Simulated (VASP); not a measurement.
# Sn3GeO8 (Cmmm) in VASP: single point with PBE

Aim: the single point of Sn3GeO8 with PBE.

Program: VASP 6.6.1. These are calculated values, not measurements. Logs are shortened: lines on timing, memory, paths and dates and some standing lists are left out, and cuts for length are marked.

## (1) The cell of the first run

Symmetry: Cmmm, No. 65, orthorhombic system. Conventional cell: a = 6.692 Å, b = 6.721 Å, c = 6.319 Å, α = 90.00°, β = 90.00°, γ = 90.00°. Within 2.7 Å of Sn (site symmetry mmm) lie 6 O at 2.06 to 2.10 Å. Within 2.7 Å of Sn (site symmetry mm2) lie 6 O at 2.07 to 2.10 Å. Within 2.6 Å of Ge (site symmetry mmm) lie 6 O at 1.94 to 1.96 Å. Within 2.6 Å of O (site symmetry 2mm) lie 1 Ge at 1.96 Å and 2 Sn at 2.07 Å. O (site symmetry 2mm) has 3 Sn at 2.06 to 2.07 Å and 1 O at 2.57 Å within 2.7 Å. Within 2.6 Å of O (site symmetry m) lie 1 Ge at 1.94 Å and 2 Sn at 2.10 Å and 1 O at 2.52 Å.

## (2) Single point, PBE

Contents of INCAR:

```
  PREC = Accurate
  ENCUT = 520
  EDIFF = 1E-7
  ISMEAR = 0
  SIGMA = 0.02
  LREAL = False
  LASPH = True
  NELM = 100
  ALGO = Normal
  ISIF = 2
  LWAVE = False
  LCHARG = True
  GGA = PE
  LELF = True
  LVHAR = True
  NBANDS = 64
```

Contents of KPOINTS:

```
Automatic mesh
0
Gamma
  6 6 4
```

Contents of POSCAR:

```
Sn3GeO8
1.0
    3.3457947416     -3.3604078317      0.0000000000
    3.3457947416      3.3604078317      0.0000000000
    0.0000000000      0.0000000000      6.3189493527
Sn Ge O
3 1 8
Direct
    0.5000000000      0.5000000000      0.5000000000
    0.0000000000      0.0000000000      0.7564887655
    0.0000000000      0.0000000000      0.2435112345
    0.5000000000      0.5000000000      0.0000000000
    0.2071965298      0.2071965298      0.0000000000
    0.1923316111      0.1923316111      0.5000000000
    0.7928034702      0.7928034702      0.0000000000
    0.8076683889      0.8076683889      0.5000000000
    0.6871980573      0.3128019427      0.7659828114
    0.6871980573      0.3128019427      0.2340171886
    0.3128019427      0.6871980573      0.7659828114
    0.3128019427      0.6871980573      0.2340171886
```

Potentials or basis: VASP PAW PBE potentials, release 64 (Sn_d, Ge_d, O).

Launch:

```console
cat potpaw_PBE.64/Sn_d/POTCAR potpaw_PBE.64/Ge_d/POTCAR potpaw_PBE.64/O/POTCAR > POTCAR
mpirun -np 1 vasp_std > vasp.out
```

OUTCAR:

```text
PREC = Accurate
   ENCUT = 520
   EDIFF = 1E-7
   ISMEAR = 0
   LREAL = False
   LASPH = True
   NELM = 100
   ISIF = 2
   GGA = PE

 ion  position               nearest neighbor table
   1  0.500  0.500  0.500-   6 2.06   8 2.06   9 2.10  10 2.10  11 2.10  12 2.10   4 3.16   4 3.16
                             2 3.72   3 3.72   2 3.72   3 3.72   2 3.73   3 3.73   2 3.73   3 3.73
   2  0.000  0.000  0.756-   6 2.07   8 2.07   7 2.07   5 2.07   9 2.10  11 2.10   3 3.08   3 3.24
                             1 3.72   1 3.72   1 3.73   1 3.73
   3  0.000  0.000  0.244-   6 2.07   8 2.07   7 2.07   5 2.07  10 2.10  12 2.10   2 3.08   2 3.24
                             1 3.72   1 3.72   1 3.73   1 3.73
   4  0.500  0.500  0.000-   9 1.94  10 1.94  11 1.94  12 1.94   5 1.96   7 1.96   1 3.16   1 3.16

   5  0.207  0.207  0.000-   4 1.96   3 2.07   2 2.07
   6  0.192  0.192  0.500-   1 2.06   2 2.07   3 2.07
   7  0.793  0.793  0.000-   4 1.96   3 2.07   2 2.07
   8  0.808  0.808  0.500-   1 2.06   2 2.07   3 2.07
   9  0.687  0.313  0.766-   4 1.94   1 2.10   2 2.10
  10  0.687  0.313  0.234-   4 1.94   1 2.10   3 2.10
  11  0.313  0.687  0.766-   4 1.94   1 2.10   2 2.10
  12  0.313  0.687  0.234-   4 1.94   1 2.10   3 2.10

  LATTYP: Found a base centered orthorhombic cell.
 ALAT       =     6.6915894832
 B/A-ratio  =     1.0043675991
 C/A-ratio  =     0.9443121651

  Lattice vectors:

 A1 = (   3.3457947416,  -3.3604078317,   0.0000000000)
 A2 = (   3.3457947416,   3.3604078317,   0.0000000000)
 A3 = (   0.0000000000,   0.0000000000,   6.3189493527)

Analysis of symmetry for initial positions (statically):
=====================================================================
 Subroutine PRICEL returns:
 Original cell was already a primitive cell.

 Routine SETGRP: Setting up the symmetry group for a
 base centered orthorhombic supercell.

 Subroutine GETGRP returns: Found  8 space group operations
 (whereof  8 operations were pure point group operations)
 out of a pool of  8 trial point group operations.

The static configuration has the point symmetry D_2h.

Analysis of symmetry for dynamics (positions and initial velocities):
=====================================================================
 Subroutine PRICEL returns:
 Original cell was already a primitive cell.

 Routine SETGRP: Setting up the symmetry group for a
 base centered orthorhombic supercell.

 Subroutine GETGRP returns: Found  8 space group operations
 (whereof  8 operations were pure point group operations)
 out of a pool of  8 trial point group operations.

The dynamic configuration has the point symmetry D_2h.

 Subroutine INISYM returns: Found  8 space group operations
 (whereof  8 operations are pure point group operations),
 and found     1 'primitive' translations

----------------------------------------------------------------------------------------

                                     Primitive cell

  volume of cell :     142.0909

  direct lattice vectors                    reciprocal lattice vectors
     3.345794742 -3.360407832  0.000000000     0.149441325 -0.148791464  0.000000000
     3.345794742  3.360407832  0.000000000     0.149441325  0.148791464  0.000000000
     0.000000000  0.000000000  6.318949353     0.000000000  0.000000000  0.158254157

  length of vectors
     4.742012574  4.742012574  6.318949353     0.210882928  0.210882928  0.158254157

  position of ions in fractional coordinates (direct lattice)
     0.500000000  0.500000000  0.500000000
     0.000000000  0.000000000  0.756488766
     0.000000000  0.000000000  0.243511234
     0.500000000  0.500000000  0.000000000
     0.207196530  0.207196530  0.000000000
     0.192331611  0.192331611  0.500000000
     0.792803470  0.792803470  0.000000000
     0.807668389  0.807668389  0.500000000
     0.687198057  0.312801943  0.765982811
     0.687198057  0.312801943  0.234017189
     0.312801943  0.687198057  0.765982811
     0.312801943  0.687198057  0.234017189

  ion indices of the primitive-cell ions
   primitive index   ion index
                 1           1
                 2           2
                 3           3
                 4           4
                 5           5
                 6           6
                 7           7
                 8           8
                 9           9
                10          10
                11          11
                12          12

----------------------------------------------------------------------------------------

 KPOINTS: Automatic mesh

Automatic generation of k-mesh.
 Grid dimensions read from file:
 generate k-points for:    6    6    4

 Generating k-lattice:

  Cartesian coordinates                     Fractional coordinates (reciprocal lattice)
     0.024906888 -0.024798577  0.000000000     0.166666667 -0.000000000  0.000000000
     0.024906888  0.024798577  0.000000000    -0.000000000  0.166666667  0.000000000
     0.000000000  0.000000000  0.039563539     0.000000000  0.000000000  0.250000000

  Length of vectors
     0.035147155  0.035147155  0.039563539

  Shift w.r.t. Gamma in fractional coordinates (k-lattice)
     0.000000000  0.000000000  0.000000000

 Subroutine IBZKPT returns following result:
 ===========================================

 Found     39 irreducible k-points:

 Following reciprocal coordinates:
            Coordinates               Weight
  0.000000  0.000000  0.000000      1.000000
  0.166667  0.000000  0.000000      4.000000
  0.333333  0.000000  0.000000      4.000000
  0.500000  0.000000  0.000000      2.000000
  0.166667  0.166667  0.000000      2.000000
  0.333333  0.166667  0.000000      4.000000
[... 16 lines left out ...]
  0.333333  0.333333  0.250000      4.000000
  0.500000  0.333333  0.250000      8.000000
 [... further k-points ...]
   k-points           NKPTS =     39   k-points in BZ     NKDIM =     39   number of bands    NBANDS=     64
   number of dos      NEDOS =    301   number of ions     NIONS =     12
   total plane-waves  NPLWV =  62208
   dimension x,y,z NGX =    36 NGY =   36 NGZ =   48
   dimension x,y,z NGXF=    72 NGYF=   72 NGZF=   96
   ions per type =               3   1   8
   NGX,Y,Z   is equivalent  to a cutoff of  12.62, 12.62, 12.63 a.u.
   NGXF,Y,Z  is equivalent  to a cutoff of  25.24, 25.24, 25.26 a.u.
 SYSTEM =  unknown system
   PREC   = accura    normal or accurate (medium, high low for compatibility)
   ISTART =      0    job   : 0-new  1-cont  2-samecut
   ICHARG =      2    charge: 1-file 2-atom 10-const
   ISPIN  =      1    spin polarized calculation?
   LNONCOLLINEAR =      F non collinear calculations
   LSORBIT =      F    spin-orbit coupling
   LASPH  =      T    aspherical Exc in radial PAW
   ENCUT  =  520.0 eV  38.22 Ry    6.18 a.u.   8.82  8.82 11.75*2*pi/ulx,y,z
   NELM   =    100;   NELMIN=  2; NELMDL= -5     # of ELM steps
   EDIFF  = 0.1E-06   stopping-criterion for ELM
   LREAL  =      F    real-space projection
   EDIFFG = 0.1E-05   stopping-criterion for IOM
   NSW    =      0    number of steps for IOM
   IBRION =     -1    ionic relax: 0-MD 1-quasi-New 2-CG
   NFREE  =      0    steps in history (QN), initial steepest desc. (CG)
   ISIF   =      2    stress and relaxation
   ISYM   =      2    0-nonsym 1-usesym 2-fastsym
   POTIM  = 0.5000    time-step for ionic-motion
   TEBEG  =    0.0;   TEEND  =   0.0 temperature during run
   PSTRESS=    0.0 pullay stress
   NELECT =     104.0000    total number of electrons
   NUPDOWN=      -1.0000    fix difference up-down
   EMIN   =  10.00;   EMAX   =-10.00  energy-range for DOS
   EFERMI =   0.00;   METHOD = LEGACY
   ISMEAR =     0;   SIGMA  =   0.02  broadening in eV -4-tet -1-fermi 0-gaus
   EFERMI_NEDOS =   21; number of points for ismear=-14 and -15
   IALGO  =     38    algorithm
   IMIX   =      4    mixing-type and parameters
     AMIX     =   0.40;   BMIX     =  1.00
     AMIX_MAG =   1.60;   BMIX_MAG =  1.00
  volume/ion in A,a.u.               =      11.84        79.91
  Fermi-wavevector in a.u.,A,eV,Ry     =   1.475357  2.788021 29.615520  2.176679
  Thomas-Fermi vector in A             =   2.590016
   LORBIT       =      0    0 simple, 1 ext, 2 COOP (PROOUT), +10 PAW based schemes
   GGA     = PE    functional components
   LHFCALC =     F    Hartree Fock is set to
   AEXX    =    0.0000 exact exchange contribution
   IVDW    =     0    specifies the selected vdW correction
   LEPSILON=     F    determine dielectric tensor
   LRPA    =     F    only Hartree local field effects (RPA)
 non-spin polarized calculation
 Gauss-broadening in eV      SIGMA  =   0.02
  energy-cutoff  :      520.00
  volume of cell :      142.09
 maximum number of plane-waves:      3844
   NGX = 17   NGY = 17   NGZ = 23

 number of electron     104.0000014 magnetization

 Free energy of the ion-electron system (eV)
  ---------------------------------------------------
  ext. energy  EPLUGINS =         0.00000000
  ---------------------------------------------------
  free energy    TOTEN  =       -74.88800583 eV

  energy without entropy =      -74.88800583  energy(sigma->0) =      -74.88800583

 E-fermi :   5.7188     XC(G=0): -11.1918

 val. band max:        5.5771774673   @ k =   0.0000   0.0000   0.0000
 cond. band min:       6.1944672331   @ k =   0.0000   0.0000   0.0000
 fundamental gap:      0.6172897658
 Fermi energy:         5.7188081532

 k-point     1 :       0.0000    0.0000    0.0000
  band No.  band energies     occupation
      1     -18.4818      2.00000
      2     -18.4781      2.00000
      3     -18.3226      2.00000
      4     -18.3100      2.00000
      5     -18.3006      2.00000
      6     -15.5657      2.00000
[... 56 lines left out ...]
     63      15.9569      0.00000
     64      16.0914      0.00000

 k-point     2 :       0.1667    0.0000    0.0000
  band No.  band energies     occupation
      1     -18.4819      2.00000
      2     -18.4787      2.00000
      3     -18.3226      2.00000
      4     -18.3099      2.00000
      5     -18.3007      2.00000
      6     -15.6176      2.00000
[... 1530 lines left out ...]
     63      16.0270      0.00000
     64      16.0929      0.00000

 [... further k-points ...]

------------------------ aborting loop because EDIFF is reached ----------------------------------------

  FORCE on cell =-STRESS in cart. coord.  units (eV):
  Direction    XX          YY          ZZ          XY          YZ          ZX
  --------------------------------------------------------------------------------------
  -------------------------------------------------------------------------------------
  Total        0.3970082      0.3757963      0.6712436      0.0000000      0.0000000      0.0000000
  in kB        4.4765544      4.2373756      7.5687574      0.0000000      0.0000000      0.0000000
  external PRESSURE =       5.4275625 kB  Pullay stress =       0.0000000 kB

 VOLUME and BASIS-vectors are now :
 -----------------------------------------------------------------------------
  energy-cutoff  :      520.00
  volume of cell :      142.09
      direct lattice vectors                 reciprocal lattice vectors
     3.345794742 -3.360407832  0.000000000     0.149441325 -0.148791464  0.000000000
     3.345794742  3.360407832  0.000000000     0.149441325  0.148791464  0.000000000
     0.000000000  0.000000000  6.318949353     0.000000000  0.000000000  0.158254157

 POSITION                                       TOTAL-FORCE (eV/Angst)
 -----------------------------------------------------------------------------------
      3.34579      0.00000      3.15947         0.000000     -0.000000      0.000000
      0.00000      0.00000      4.78021         0.000000     -0.000000      0.003445
      0.00000      0.00000      1.53874        -0.000000     -0.000000     -0.003445
      3.34579      0.00000      0.00000         0.000000     -0.000000      0.000000
      1.38647      0.00000      0.00000         0.054955     -0.000000     -0.000000
      1.28700      0.00000      3.15947         0.015342     -0.000000      0.000000
      5.30512      0.00000      0.00000        -0.054955     -0.000000      0.000000
      5.40459      0.00000      3.15947        -0.015342     -0.000000      0.000000
      3.34579     -1.25812      4.84021         0.000000     -0.009895      0.013686
      3.34579     -1.25812      1.47874         0.000000     -0.009895     -0.013686
      3.34579      1.25812      4.84021         0.000000      0.009895      0.013686
      3.34579      1.25812      1.47874         0.000000      0.009895     -0.013686
 -----------------------------------------------------------------------------------
    total drift:                                0.000000     -0.000000      0.000000

  FREE ENERGIE OF THE ION-ELECTRON SYSTEM (eV)
  ---------------------------------------------------
  free  energy   TOTEN  =       -74.8880058289 eV

  energy  without entropy=      -74.8880058289  energy(sigma->0) =      -74.88800583
```

It took 11 min on 1 thread of Intel Xeon 8259CL, shared host; peak memory 0.41 GiB.

What came out:

- Free energy: -74.8880 eV
- Pressure: 0.5 GPa
- Largest force: 0.055 eV/Å
- Band gap on the k mesh: 0.62 eV

Forces in eV/Å, atoms in the order of the input:
```
Sn   0.000  0.000  0.000
Sn   0.000  0.000  0.003
Sn   0.000  0.000 -0.003
Ge   0.000  0.000  0.000
O    0.055  0.000  0.000
O    0.015  0.000  0.000
O   -0.055  0.000  0.000
O   -0.015  0.000  0.000
O    0.000 -0.010  0.014
O    0.000 -0.010 -0.014
O    0.000  0.010  0.014
O    0.000  0.010 -0.014
```

Stress tensor (GPa, compression positive):
```
0.45 0.00 0.00
0.00 0.42 0.00
0.00 0.00 0.76
```

Levels at points of the mesh, in eV from the valence-band top:
```
           k point  band 48  band 49  band 50  band 51  band 52  band 53  band 54  band 55  band 56  band 57
(0.00, 0.00, 0.00)    -1.44    -1.20    -0.78    -0.70     0.00     0.62     5.17     5.58     5.71     5.81
(0.50, 0.00, 0.00)    -1.14    -1.04    -0.73    -0.64    -0.58     3.77     3.94     5.71     5.79     6.51
(0.50, 0.50, 0.00)    -1.10    -1.02    -0.90    -0.79    -0.76     3.91     4.14     4.35     4.38     6.98
(0.00, 0.00, 0.50)    -0.94    -0.77    -0.71    -0.69    -0.32     3.15     3.35     6.10     6.55     7.34
(0.50, 0.00, 0.50)    -1.32    -1.02    -0.91    -0.76    -0.66     4.89     4.95     4.95     4.99     7.77
(0.50, 0.50, 0.50)    -0.98    -0.82    -0.81    -0.80    -0.75     4.28     4.40     4.58     4.75     8.01
```

Caveat: semilocal functionals underestimate gaps, and a narrow one can read as zero; spin-orbit coupling is left out, which moves the levels of the heavy elements.
